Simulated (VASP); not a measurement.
Here is a VASP 6.6.1 calculation.

The input INCAR:

```
SYSTEM = Na
PREC = Accurate
ENCUT = 520
EDIFF = 1E-6
ISMEAR = 0
SIGMA = 0.15
LREAL = .False.
LASPH = .True.
NELM = 60
ALGO = Fast
ISIF = 2
LWAVE = .False.
LCHARG = .False.
NBANDS = 14
```

The input KPOINTS:

```
regular mesh
0
Gamma
  12 12 10
  0 0 0
```

The input POSCAR:

```
Na
1.0
    0.0000000000     -3.7110212072      0.0000000000
   -3.7110212072      0.0000000000      0.0000000000
    0.0000000000      0.0000000000     -5.2112677876
Na
2
Direct
    0.5000000000      0.6091835582      0.5000000000
    0.0000000000     -0.1091835582      0.0000000000
```

Potentials or basis: VASP PAW LDA potentials, release 64 (Na_pv).

The run is started by

```bash
$ cat potpaw_LDA.64/Na_pv/POTCAR > POTCAR
$ mpirun -np 1 vasp_std > vasp.out
```

Q: What does it give for the band gap on the k mesh?

A: Zero (bands 7 and 8 overlap by 4.77 eV).

Q: What does it give for the largest force?

A: 0.217 eV/Å.

Q: Predict the pressure.

A: -0.3 GPa.

Forces on the atoms (eV/Å):
```
Na   0.217  0.000  0.000
Na  -0.217  0.000  0.000
```

Caveat: the cell differs from its parent crystal (atoms displaced along a vibrational mode, the cell strained).
